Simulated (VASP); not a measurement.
Here is a VASP 6.6.1 calculation.

INCAR

```
PREC = Accurate
ENCUT = 520
EDIFF = 1E-6
ISMEAR = 0
SIGMA = 0.1
LREAL = False
LASPH = True
NELM = 60
ALGO = Normal
ISIF = 2
LWAVE = False
LCHARG = False
LDIPOL = True
IDIPOL = 3
DIPOL = 0.5 0.5 0.500
GGA = PE
IVDW = 12
IBRION = 2
NSW = 70
EDIFFG = -0.03
```

Contents of KPOINTS:

```
Automatic mesh
0
Gamma
  11 11 1
```

POSCAR

```
Rh
1.0
    2.6825080220      0.0000000000      0.0000000000
    0.0000000000      2.6825080220      0.0000000000
    0.0000000000      0.0000000000     17.7936392259
Rh
3
Selective dynamics
Direct
    0.5000000000      0.5000000000      0.3933990069  F F F
    0.0000000000      0.0000000000      0.5000000000  T T T
    0.5000000000      0.5000000000      0.6066009931  T T T
```

Potentials or basis: VASP PAW PBE potentials, release 64 (Rh_pv).

Run with:

```sh
$ cat potpaw_PBE.64/Rh_pv/POTCAR > POTCAR
$ mpirun -np 1 vasp_std > vasp.out
```

Q: Estimate the dispersion energy per atom.

A: -0.402 eV.

Q: Predict the band gap on the k mesh.

A: Zero (an odd number of electrons rules out a gap without spin polarisation).

Q: Estimate the energy gained by relaxing.

A: 8.1 meV/atom.

The path:
```
step  energy change (eV)  largest force on free atoms (eV/Å)  pressure (GPa)
   1              0.0000                              0.4570           -3.35
   2             -0.0083                              0.2951           -3.02
   3             -0.0137                              0.4233           -2.38
   4             -0.0194                              0.3064           -2.14
   5             -0.0240                              0.0826           -1.69
   6             -0.0241                              0.0594           -1.63
   7             -0.0243                              0.0066           -1.72
```
